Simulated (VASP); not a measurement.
Input of a VASP 6.6.1 run:

Contents of INCAR:

```
PREC = Accurate
ENCUT = 520
EDIFF = 1E-6
ISMEAR = -1
SIGMA = 0.05
LREAL = F
LASPH = T
NELM = 150
ALGO = Normal
ISIF = 2
LWAVE = F
LCHARG = F
MAGMOM = 0 0 0 0 0 0
LORBIT = 11
LSORBIT = T
GGA_COMPAT = F
LORBMOM = T
GGA = PS
NBANDS = 30
```

File KPOINTS:

```
regular mesh
0
Gamma
  8 8 8
```

Contents of POSCAR:

```
GaP
1.0
    0.0000000000      2.7252500000      2.7252500000
    2.7252500000      0.0000000000      2.7252500000
    2.7252500000      2.7252500000      0.0000000000
Ga P
1 1
Direct
    0.0000000000      0.0000000000      0.0000000000
    0.7500000000      0.7500000000      0.7500000000
```

Potentials or basis: VASP PAW PBE potentials, release 64 (Ga_d, P).

Run with:

```bash
$ cat potpaw_PBE.64/Ga_d/POTCAR potpaw_PBE.64/P/POTCAR > POTCAR
$ mpirun -np 1 vasp_ncl > vasp.out
```

(1) What does it give for the net moment?

(2) Estimate the pressure.

Results:

(1) 0.00 μB per cell.

(2) -0.7 GPa.

Caveat: the PAW data sets were made with another functional, which shifts forces and pressure a little.
